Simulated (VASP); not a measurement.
## Sc3SbP2: single point with PBE

Sc3SbP2:

```
CELL_PARAMETERS angstrom
3.90236 0.00000 0.00000
0.00000 3.90236 0.00000
0.00000 0.00000 7.83337
ATOMIC_POSITIONS crystal
Sc 0.00000 0.00000 0.00000
Sc 0.50000 0.00000 0.64547
Sc 0.00000 0.50000 0.35453
Sb 0.50000 0.50000 0.00000
P 0.50000 0.00000 0.31304
P 0.00000 0.50000 0.68696
```

The cell was generated, and may not be a known phase.

```
Program                : VASP 6.6.1
Task                   : single point
Functional             : PBE
Potentials or basis    : VASP PAW PBE potentials, release 64 (Sc_sv, Sb, P)
Cutoff                 : 520 eV
k mesh                 : 10 × 10 × 6
Occupations            : gaussian, width 0.1 eV
Spin                   : no spin polarisation
Dipole correction      : no
Further INCAR settings : ALGO = Fast; EDIFF = 1e-06; NBANDS = 33
```

```
Pressure               : 0.1 GPa
Largest force          : 0.029 eV/Å
Band gap on the k mesh : zero (bands 24 and 25 overlap by 1.01 eV)
```

Forces in eV/Å, atoms in the order of the input:
```
Sc   0.000  0.000  0.000
Sc   0.000  0.000  0.007
Sc   0.000  0.000 -0.007
Sb   0.000  0.000  0.000
P    0.000  0.000 -0.029
P    0.000  0.000  0.029
```

Levels at points of the mesh, in eV from the Fermi level:
```csv
k point,band 20,band 21,band 22,band 23,band 24,band 25,band 26,band 27,band 28,band 29
"(0.00, 0.00, 0.00)",-1.67,-1.67,-1.37,-0.94,-0.24,-0.24,0.03,0.82,1.24,1.39
"(0.50, 0.00, 0.00)",-2.55,-2.53,-2.22,-1.84,-0.32,0.43,1.11,1.67,1.73,2.00
"(0.50, 0.50, 0.00)",-3.31,-3.24,-2.41,-2.41,-1.00,0.19,1.37,1.67,1.67,1.96
"(0.00, 0.00, 0.50)",-1.76,-1.73,-1.73,-0.88,0.22,0.33,0.33,0.81,0.81,0.81
"(0.50, 0.00, 0.50)",-3.04,-2.50,-2.27,-1.69,-0.34,0.62,0.74,1.51,1.69,1.78
"(0.50, 0.50, 0.50)",-3.70,-2.35,-1.59,-1.59,-1.58,-0.52,1.02,1.02,1.94,2.13
```

Wall time 9.5 min on 1 thread of Oxide Virtual Turin-like Processor, with other jobs on the host, peak memory 0.4 GiB.

Caveat: spin-orbit coupling is left out, which moves the levels of the heavy elements.
